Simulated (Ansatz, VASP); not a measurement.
Pt in VASP and in Ansatz

Contents of INCAR:

```
  PREC = Accurate
  ENCUT = 520
  EDIFF = 1E-6
  ISMEAR = 1
  SIGMA = 0.1
  LREAL = F
  LASPH = T
  NELM = 100
  ALGO = Normal
  ISIF = 2
  LWAVE = F
  LCHARG = T
  GGA = PS
  LELF = T
  LVHAR = T
  NBANDS = 17
```

KPOINTS

```
regular mesh
0
Gamma
  7 7 4
```

The input POSCAR:

```
Pt
1.0
    2.7401229956     -0.0111082060      0.0016867704
   -1.3799164457      2.3652173747      0.0051283546
    0.0024736882      0.0098460451      4.7277210203
Pt
2
Direct
    0.7425319581      0.2796575312      0.7286429353
    0.2405168659      0.7606044282      0.2305131777
```

Input for Ansatz:

```yaml
crystal:
  lattice:
    - [2.740122995560147, -0.011108205979674813, 0.0016867703879226465]
    - [-1.3799164456666588, 2.3652173746706744, 0.005128354567790754]
    - [0.0024736881778991463, 0.009846045106090561, 4.727721020342782]
  atoms:
    - { symbol: Pt, position: [0.7425319581221973, 0.279657531158991, 0.728642935265756] }
    - { symbol: Pt, position: [0.2405168658951423, 0.7606044281839774, 0.23051317772189148] }
kpoints:
  mp_grid:
    grid: [7, 7, 4]
hamiltonian:
  xc: pbesol
  pseudopotentials:
    kind: paw
scf:
  occupations:
    method: cold
output:
  forces: true
  stress: true
```

Alike in both runs: task single point; functional PBEsol; k mesh 7 × 7 × 4; no spin polarisation.

|  | VASP | Ansatz |
| --- | --- | --- |
| version | VASP 6.6.1 | Ansatz 0.2.0 |
| potentials or method | VASP PAW PBE potentials, release 64 (Pt) | plane waves, PAW |
| plane-wave cutoff (eV) | 520 | 420 |
| occupations | methfessel-paxton of order 1, width 0.1 eV | cold |
| valence electrons in the cell | 20 | 36 |

|  | VASP | Ansatz | Ansatz less VASP |
| --- | --- | --- | --- |
| pressure (GPa) | -1.7 | -1.3 | +0.40 |
| traceless stress, the component that is largest in VASP (GPa) | 1.34 | 1.70 | +0.364 |
| rms of the force components (eV/Å) | 0.099 | 0.101 | +0.0023 |

VASP's potentials were made for PBE, not for PBEsol. Atom by atom the forces differ by 0.002 eV/Å (rms over components). VASP's potentials hold 20 valence electrons a cell and Ansatz's 36, so a difference there can come from the potentials and not from the codes.

The k mesh is coarse, so the values compare programs but aren't converged. Spin-orbit coupling is off throughout.
